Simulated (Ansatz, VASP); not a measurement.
## SnO in VASP and in Ansatz

```
Sn O
1.0
     3.66774    0.00000    0.00000
     0.00000    3.66774    0.00000
     0.00000    0.00000   30.63340
Sn O
2 2
Cartesian
  1.8339 0.0000 14.0874
  0.0000 1.8339 16.5460
  0.0000 0.0000 15.3167
  1.8339 1.8339 15.3167
```

Change from the starting cell: biaxial strain -0.040, atoms relaxed.

Alike in both runs: functional PBE; dispersion D3(BJ); k mesh 6 × 6 × 1; occupations gaussian, width 0.02 eV; no spin polarisation.

Ansatz relaxed the structure, and its values are those at the end. VASP's run is a single point on that final structure, the one shown.

```csv
,VASP,Ansatz
version,VASP 6.6.1,Ansatz 0.2.0
potentials or method,"VASP PAW PBE potentials, release 64 (Sn_d, O), cutoff 520 eV","scalar-relativistic, plane waves, PAW"
valence electrons in the cell,40,40
```

|  | VASP | Ansatz | Ansatz less VASP |
| --- | --- | --- | --- |
| gap on the k mesh at the Fermi level (eV) | 3.14 | 3.15 | +0.010 |
| least direct gap on the mesh (eV) | 3.25 | 3.26 | +0.015 |
| rms of the force components (eV/Å) | 0.039 | 0.000 | -0.0386 |

Ansatz's warnings: stress scf threshold loose, xc potential rough in thin density.
